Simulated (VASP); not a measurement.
# Al2Au (Fm-3m) in VASP: further runs, part 2 of 2

VASP 6.6.1.

### 4 Relaxation of cell and atoms, r2SCAN

This run uses another cell than the first one, of 18.04 Å³/atom, 0.997 times its volume.

The input, POSCAR:

```
Al2Au
1.0
    0.0000000000      3.0023346623      3.0023346623
    3.0023346623      0.0000000000      3.0023346623
    3.0023346623      3.0023346623      0.0000000000
Al Au
2 1
Direct
    0.2500000000      0.2500000000      0.2500000000
    0.7500000000      0.7500000000      0.7500000000
    0.0000000000      0.0000000000      0.0000000000
```

The input, INCAR.step1:

```
PREC = Accurate
ENCUT = 600
ISMEAR = 0
SIGMA = 0.1
LREAL = False
LASPH = True
NELM = 100
GGA = PE
ALGO = Normal
EDIFF = 1E-4
LWAVE = True
LCHARG = False
```

The input, INCAR.step2:

```
PREC = Accurate
ENCUT = 600
EDIFF = 1E-6
ISMEAR = 0
SIGMA = 0.1
LREAL = False
LASPH = True
NELM = 100
ALGO = Normal
ISIF = 3
LWAVE = False
LCHARG = False
METAGGA = R2SCAN
LMIXTAU = True
IBRION = 2
NSW = 100
EDIFFG = -0.005
ISTART = 1
```

The input, KPOINTS:

```
Automatic mesh
0
Gamma
  12 12 12
```

Potentials or basis: VASP PAW PBE potentials, release 64 (Al, Au).

The run is started by

```console
cat potpaw_PBE.64/Al/POTCAR potpaw_PBE.64/Au/POTCAR > POTCAR
cp INCAR.step1 INCAR
mpirun -np 1 vasp_std > vasp.out
cp INCAR.step2 INCAR
mpirun -np 1 vasp_std > vasp.out
```

OUTCAR:

```text
PREC = Accurate
   ENCUT = 600
   EDIFF = 1E-6
   ISMEAR = 0
   LREAL = False
   LASPH = True
   NELM = 100
   ISIF = 3
   METAGGA = R2SCAN
   IBRION = 2
   NSW = 100
   EDIFFG = -0.005
   ISTART = 1

 ion  position               nearest neighbor table
   1  0.250  0.250  0.250-   3 2.60   3 2.60   3 2.60   3 2.60   2 3.00   2 3.00   2 3.00   2 3.00
                             2 3.00   2 3.00
   2  0.750  0.750  0.750-   3 2.60   3 2.60   3 2.60   3 2.60   1 3.00   1 3.00   1 3.00   1 3.00
                             1 3.00   1 3.00
   3  0.000  0.000  0.000-   2 2.60   2 2.60   2 2.60   1 2.60   1 2.60   1 2.60   2 2.60   1 2.60

  LATTYP: Found a face centered cubic cell.
 ALAT       =     6.0046693246

  Lattice vectors:

 A1 = (   0.0000000000,   3.0023346623,   3.0023346623)
 A2 = (   3.0023346623,   0.0000000000,   3.0023346623)
 A3 = (   3.0023346623,   3.0023346623,   0.0000000000)

Analysis of symmetry for initial positions (statically):
[... 33 lines left out ...]
                                     Primitive cell

  volume of cell :      54.1262

  direct lattice vectors                    reciprocal lattice vectors
     0.000000000  3.002334662  3.002334662    -0.166537064  0.166537064  0.166537064
     3.002334662  0.000000000  3.002334662     0.166537064 -0.166537064  0.166537064
     3.002334662  3.002334662  0.000000000     0.166537064  0.166537064 -0.166537064

  length of vectors
     4.245942398  4.245942398  4.245942398     0.288450656  0.288450656  0.288450656

  position of ions in fractional coordinates (direct lattice)
     0.250000000  0.250000000  0.250000000
     0.750000000  0.750000000  0.750000000
     0.000000000  0.000000000  0.000000000

  ion indices of the primitive-cell ions
   primitive index   ion index
                 1           1
                 2           2
                 3           3

----------------------------------------------------------------------------------------

 KPOINTS: Automatic mesh

Automatic generation of k-mesh.
 Grid dimensions read from file:
 generate k-points for:   12   12   12

 Generating k-lattice:

  Cartesian coordinates                     Fractional coordinates (reciprocal lattice)
    -0.013878089  0.013878089  0.013878089     0.083333333  0.000000000  0.000000000
     0.013878089 -0.013878089  0.013878089     0.000000000  0.083333333  0.000000000
     0.013878089  0.013878089 -0.013878089     0.000000000  0.000000000  0.083333333

  Length of vectors
     0.024037555  0.024037555  0.024037555

  Shift w.r.t. Gamma in fractional coordinates (k-lattice)
     0.000000000  0.000000000  0.000000000

 Subroutine IBZKPT returns following result:
 ===========================================

 Found     72 irreducible k-points:

 Following reciprocal coordinates:
            Coordinates               Weight
  0.000000  0.000000  0.000000      1.000000
  0.083333  0.000000  0.000000      8.000000
  0.166667  0.000000  0.000000      8.000000
  0.250000  0.000000  0.000000      8.000000
  0.333333  0.000000  0.000000      8.000000
  0.416667  0.000000  0.000000      8.000000
[... 16 lines left out ...]
  0.500000  0.166667  0.000000     24.000000
 -0.416667  0.166667  0.000000     24.000000
 [... further k-points ...]
   k-points           NKPTS =     72   k-points in BZ     NKDIM =     72   number of bands    NBANDS=     12
   number of dos      NEDOS =    301   number of ions     NIONS =      3
   total plane-waves  NPLWV =  46656
   dimension x,y,z NGX =    36 NGY =   36 NGZ =   36
   dimension x,y,z NGXF=    72 NGYF=   72 NGZF=   72
   ions per type =               2   1
   NGX,Y,Z   is equivalent  to a cutoff of  14.10, 14.10, 14.10 a.u.
   NGXF,Y,Z  is equivalent  to a cutoff of  28.19, 28.19, 28.19 a.u.
 SYSTEM =  unknown system
   PREC   = accura    normal or accurate (medium, high low for compatibility)
   ISTART =      1    job   : 0-new  1-cont  2-samecut
   ICHARG =      0    charge: 1-file 2-atom 10-const
   ISPIN  =      1    spin polarized calculation?
   LNONCOLLINEAR =      F non collinear calculations
   LSORBIT =      F    spin-orbit coupling
   LASPH  =      T    aspherical Exc in radial PAW
   ENCUT  =  600.0 eV  44.10 Ry    6.64 a.u.   8.48  8.48  8.48*2*pi/ulx,y,z
   NELM   =    100;   NELMIN=  2; NELMDL=  0     # of ELM steps
   EDIFF  = 0.1E-05   stopping-criterion for ELM
   LREAL  =      F    real-space projection
   EDIFFG = -.5E-02   stopping-criterion for IOM
   NSW    =    100    number of steps for IOM
   IBRION =      2    ionic relax: 0-MD 1-quasi-New 2-CG
   NFREE  =      1    steps in history (QN), initial steepest desc. (CG)
   ISIF   =      3    stress and relaxation
   ISYM   =      2    0-nonsym 1-usesym 2-fastsym
   POTIM  = 0.5000    time-step for ionic-motion
   TEBEG  =    0.0;   TEEND  =   0.0 temperature during run
   PSTRESS=    0.0 pullay stress
   NELECT =      17.0000    total number of electrons
   NUPDOWN=      -1.0000    fix difference up-down
   EMIN   =  10.00;   EMAX   =-10.00  energy-range for DOS
   EFERMI =   0.00;   METHOD = LEGACY
   ISMEAR =     0;   SIGMA  =   0.10  broadening in eV -4-tet -1-fermi 0-gaus
   EFERMI_NEDOS =   21; number of points for ismear=-14 and -15
   IALGO  =     38    algorithm
   IMIX   =      4    mixing-type and parameters
     AMIX     =   0.40;   BMIX     =  1.00
     AMIX_MAG =   1.60;   BMIX_MAG =  1.00
  volume/ion in A,a.u.               =      18.04       121.75
  Fermi-wavevector in a.u.,A,eV,Ry     =   1.112813  2.102911 16.848801  1.238352
  Thomas-Fermi vector in A             =   2.249391
   LORBIT       =      0    0 simple, 1 ext, 2 COOP (PROOUT), +10 PAW based schemes
   METAGGA = R2SCAN    functional components
   LHFCALC =     F    Hartree Fock is set to
   AEXX    =    0.0000 exact exchange contribution
   IVDW    =     0    specifies the selected vdW correction
   LEPSILON=     F    determine dielectric tensor
   LRPA    =     F    only Hartree local field effects (RPA)
 conjugate gradient relaxation of ions
 non-spin polarized calculation
 Gauss-broadening in eV      SIGMA  =   0.10
  energy-cutoff  :      600.00
  volume of cell :       54.13
 maximum number of plane-waves:      1828
 NGX is ok and might be reduce to    36
   NGX = 17   NGY = 17   NGZ = 17

 number of electron      17.0000001 magnetization

 Free energy of the ion-electron system (eV)
  ---------------------------------------------------
  ext. energy  EPLUGINS =         0.00000000
  ---------------------------------------------------
  free energy    TOTEN  =       -65.54446291 eV

  energy without entropy =      -65.53978918  energy(sigma->0) =      -65.54212605

 E-fermi :   7.6963     XC(G=0): -11.2608

 val. band max:        7.6442755240   @ k =   0.5000   0.1667   0.0833
 cond. band min:       7.7261179268   @ k =   0.2500   0.1667   0.0833
 fundamental gap:      0.0818424028
 Fermi energy:         7.6963102660

 k-point     1 :       0.0000    0.0000    0.0000
  band No.  band energies     occupation
      1      -3.3953      2.00000
      2       0.7549      2.00000
      3       0.7549      2.00000
      4       0.7549      2.00000
      5       1.7550      2.00000
      6       1.7550      2.00000
      7      10.5681      0.00000
      8      10.7334      0.00000
      9      10.7334      0.00000
     10      10.7334      0.00000
     11      11.8596      0.00000
     12      11.8596      0.00000

 k-point     2 :       0.0833    0.0000    0.0000
  band No.  band energies     occupation
      1      -3.2992      2.00000
      2       0.7257      2.00000
      3       0.7798      2.00000
      4       0.7798      2.00000
      5       1.7499      2.00000
      6       1.7499      2.00000
      7       9.2662      0.00000
      8      10.3449      0.00000
      9      10.3449      0.00000
     10      10.6529      0.00000
     11      12.2785      0.00000
     12      12.2785      0.00000
[... 301 lines left out ...]
 k-point    23 :       0.5000    0.1667    0.0000
  band No.  band energies     occupation
      1      -1.0018      2.00000
      2       0.5365      2.00000
      3       1.0942      2.00000
      4       1.1550      2.00000
      5       1.9119      2.00000
      6       1.9181      2.00000
      7       2.4845      2.00000
      8       6.4450      2.00000
      9       7.2197      2.00000
     10      10.3484      0.00000
     11      12.7654      0.00000
     12      13.2660      0.00000

 k-point    24 :      -0.4167    0.1667    0.0000
  band No.  band energies     occupation
      1      -0.9316      2.00000
      2       0.6047      2.00000
      3       1.1446      2.00000
      4       1.1593      2.00000
      5       1.8162      2.00000
      6       1.8311      2.00000
      7       2.4470      2.00000
      8       6.1134      2.00000
      9       7.5162      1.98912
     10      10.4972      0.00000
     11      12.5052      0.00000
     12      12.9874      0.00000

 [... further k-points ...]
[... 5 lines left out ...]
  --------------------------------------------------------------------------------------
  -------------------------------------------------------------------------------------
  Total        0.0085658      0.0085658      0.0085658      0.0000000      0.0000000     -0.0000000
  in kB        0.2535539      0.2535539      0.2535539      0.0000000      0.0000000     -0.0000000
  external PRESSURE =       0.2535539 kB  Pullay stress =       0.0000000 kB

 VOLUME and BASIS-vectors are now :
 -----------------------------------------------------------------------------
  energy-cutoff  :      600.00
  volume of cell :       54.13
      direct lattice vectors                 reciprocal lattice vectors
     0.000000000  3.002334662  3.002334662    -0.166537064  0.166537064  0.166537064
     3.002334662  0.000000000  3.002334662     0.166537064 -0.166537064  0.166537064
     3.002334662  3.002334662  0.000000000     0.166537064  0.166537064 -0.166537064

 POSITION                                       TOTAL-FORCE (eV/Angst)
 -----------------------------------------------------------------------------------
      1.50117      1.50117      1.50117         0.000000      0.000000      0.000000
      4.50350      4.50350      4.50350        -0.000000     -0.000000     -0.000000
      0.00000      0.00000      0.00000         0.000000      0.000000      0.000000
 -----------------------------------------------------------------------------------
    total drift:                               -0.000000      0.000000      0.000000

  FREE ENERGIE OF THE ION-ELECTRON SYSTEM (eV)
  ---------------------------------------------------
  free  energy   TOTEN  =       -65.5444629142 eV

  energy  without entropy=      -65.5397891793  energy(sigma->0) =      -65.54212605

 reached required accuracy - stopping structural energy minimisation
```

Wall time 2.6 min (1 thread of Intel Xeon Platinum 8488C (Sapphire Rapids), shared host); peak memory 0.25 GiB.

What came out:

| Item | Value |
| --- | --- |
| Free energy | -65.5445 eV |
| Pressure after relaxing | 0.0 GPa |

Final structure:
```
Al Au
1.0
     0.00000    3.00233    3.00233
     3.00233    0.00000    3.00233
     3.00233    3.00233    0.00000
Al Au
2 1
Direct
  0.25000 0.25000 0.25000
  0.75000 0.75000 0.75000
  0.00000 0.00000 0.00000
```

Levels at points of the mesh, in eV from the Fermi level:
```csv
k point,band 6,band 7,band 8,band 9,band 10,band 11,band 12
"(0.00, 0.00, 0.00)",-5.94,2.87,3.04,3.04,3.04,4.16,4.16
"(0.50, 0.00, 0.00)",-5.80,-5.74,0.32,0.32,3.80,4.04,4.09
"(0.50, 0.50, 0.00)",-5.61,-5.31,-2.26,-2.26,1.55,2.36,8.00
```

Caveat: the relaxation stopped at its first step, so nothing moved; the PAW data sets were made with another functional, which shifts forces and pressure a little; spin-orbit coupling is left out, which moves the levels of the heavy elements.

### 5 Summary

```tsv
task	cell	k mesh	cutoff (eV)	gap on the mesh (eV)	pressure (GPa)
single point	a = 4.250 Å, angles 60.0°, 3 atoms	12 × 12 × 12	520	none	-0.3
single point	a = 4.250, b = 4.250, c = 6.010 Å, 6 atoms	8 × 8 × 6	520	none	-0.3
relaxation of cell and atoms	relaxed from a = 4.246 Å, angles 60.0°, 3 atoms	12 × 12 × 12	600	none	0.0
```

Alike in all rows: level r2SCAN; potentials or basis VASP PAW PBE potentials, release 64 (Al, Au); no spin polarisation; smearing gaussian 0.1 eV.

Caveats: the PAW data sets were made with another functional, which shifts forces and pressure a little; spin-orbit coupling is left out, which moves the levels of the heavy elements; the relaxation stopped at its first step, so nothing moved (some runs).

Absolute energies hang on the potentials; compare differences alone.
